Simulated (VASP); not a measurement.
Set up this calculation in VASP 6.6.1, as the native input.

| Property | Result |
| --- | --- |
| Task | relaxation of the atoms |
| Functional | PBE |
| Potentials or basis | VASP PAW PBE potentials, release 64 (Zn) |
| Cutoff | 520 eV |
| k mesh | 14 × 14 × 7 |
| Occupations | fermi-dirac, width 0.05 eV |
| Spin | no spin polarisation |
| Dipole correction | no |
| Further INCAR settings | ALGO = Normal; EDIFF = 1e-06; IBRION = 2; EDIFFG = -0.02; NSW = 80 |

The structure of Zn lies in POSCAR:

```
Zn
1.0
    2.6647980532      0.0000000000      0.0000000000
   -1.3323990266      2.3077828100      0.0000000000
    0.0000000000      0.0000000000      4.9467000000
Zn
2
Direct
    0.3333333333      0.6666666667      0.2500000000
    0.6666666667      0.3333333333      0.7500000000
```

The input as run:

INCAR

```
SYSTEM = Zn
PREC = Accurate ; ENCUT = 520
EDIFF = 1E-6 ; ISMEAR = -1
SIGMA = 0.05 ; LREAL = .False.
LASPH = .True. ; NELM = 100
ALGO = Normal ; ISIF = 2
LWAVE = .False. ; LCHARG = .False.
GGA = PE ; IBRION = 2
NSW = 80 ; EDIFFG = -0.02
```

KPOINTS

```
Automatic mesh
0
Gamma
  14 14 7
  0 0 0
```

Potentials or basis: VASP PAW PBE potentials, release 64 (Zn).

Run with:

```bash
$ cat potpaw_PBE.64/Zn/POTCAR > POTCAR
$ mpirun -np 1 vasp_std > vasp.out
```

It gave:

The pressure after relaxing is 0.0 GPa and the band gap on the k mesh is zero (bands 12 and 13 overlap by 4.44 eV).

Caveat: the relaxation stopped at its first step, so nothing moved.

It took 35 s on 1 thread of Intel Xeon 8259CL, with other jobs on the host, peak memory 0.17 GiB.
